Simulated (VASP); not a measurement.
Wanted: the native input for a VASP 6.6.1 run.

```yaml
Task: single point
Functional: PBE
Potentials_or_basis: VASP PAW PBE potentials, release 64 (Ge_d, W_sv)
Cutoff: 500 eV
k_mesh: 7 × 7 × 7
Occupations: gaussian, width 0.2 eV
Spin: no spin polarisation
Dipole_correction: no
Further_INCAR_settings: ALGO = Normal; EDIFF = 1e-06; NBANDS = 21
```

The structure of GeW lies in POSCAR:

```
GeW
1.0
    0.0000000000      2.5760185216      2.5760185216
    2.5760185216      0.0000000000      2.5760185216
    2.5760185216      2.5760185216      0.0000000000
Ge W
1 1
Direct
    0.5000000000      0.5000000000      0.5000000000
    0.0000000000      0.0000000000      0.0000000000
```

The cell was generated, and may not be a known phase.

These files were run (other wordings do the same):

INCAR

```
PREC = Accurate
ENCUT = 500
EDIFF = 1E-6
ISMEAR = 0
SIGMA = 0.2
LREAL = False
LASPH = True
NELM = 120
ALGO = Normal
ISIF = 2
LWAVE = False
LCHARG = False
GGA = PE
NBANDS = 21
GGA_COMPAT = False
```

KPOINTS

```
regular mesh
0
Gamma
  7 7 7
```

Potentials or basis: VASP PAW PBE potentials, release 64 (Ge_d, W_sv).

Run with:

```sh
$ cat potpaw_PBE.64/Ge_d/POTCAR potpaw_PBE.64/W_sv/POTCAR > POTCAR
$ mpirun -np 1 vasp_std > vasp.out
```

Results of the run:

The pressure is 0.6 GPa and the band gap on the k mesh is zero (bands 14 and 15 overlap by 1.54 eV).

Caveat: spin-orbit coupling is left out, which moves the levels of the heavy elements.

It took 15 s on 1 thread of AMD EPYC 7R13 Processor (Zen 3), on a shared host, peak memory 0.13 GiB.
